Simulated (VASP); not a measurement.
Wanted: the native input for a VASP 6.6.1 run.

```yaml
Task: electric field gradients
Functional: LDA
Potentials_or_basis: VASP PAW LDA potentials, release 64 (Sc_sv, Al)
Cutoff: 520 eV
k_mesh: 10 × 10 × 10
Occupations: fermi-dirac, width 0.05 eV
Spin: no spin polarisation
Dipole_correction: no
Further_INCAR_settings: ALGO = Normal; EDIFF = 1e-08; NBANDS = 14
```

The structure of ScAl lies in POSCAR:

```
ScAl
1.0
    3.3703489700      0.0000000000      0.0000000000
    0.0000000000      3.3703489700      0.0000000000
    0.0000000000      0.0000000000      3.3703489700
Sc Al
1 1
Direct
    0.5000000000      0.5000000000      0.5000000000
    0.0000000000      0.0000000000      0.0000000000
```

The input as run:

INCAR

```
SYSTEM = ScAl
ALGO = Normal
EDIFF = 1E-8
ENCUT = 520
GGA = CA
ISIF = 2
ISMEAR = -1
LASPH = .TRUE.
LCHARG = .FALSE.
LEFG = .TRUE.
LREAL = .FALSE.
LWAVE = .FALSE.
NBANDS = 14
NELM = 100
PREC = Accurate
SIGMA = 0.05
```

KPOINTS

```
k-points
0
G
  10 10 10
  0 0 0
```

Potentials or basis: VASP PAW LDA potentials, release 64 (Sc_sv, Al).

Command:

```sh
$ cat potpaw_LDA.64/Sc_sv/POTCAR potpaw_LDA.64/Al/POTCAR > POTCAR
$ mpirun -np 1 vasp_std > vasp.out
```

It gave:

```json
{
  "Pressure": "-4.3 GPa",
  "Band gap on the k mesh": "zero (bands 7 and 8 overlap by 1.11 eV)",
  "Largest electric field gradient by atom": "under 0.05 V/Å² on every atom"
}
```

Caveat: the cell stands under tension.

Wall time 21 s on 1 thread of Intel(R) Xeon(R) Platinum 8375C CPU @ 2.90GHz (Ice Lake), with other jobs on the host, peak memory 0.16 GiB.
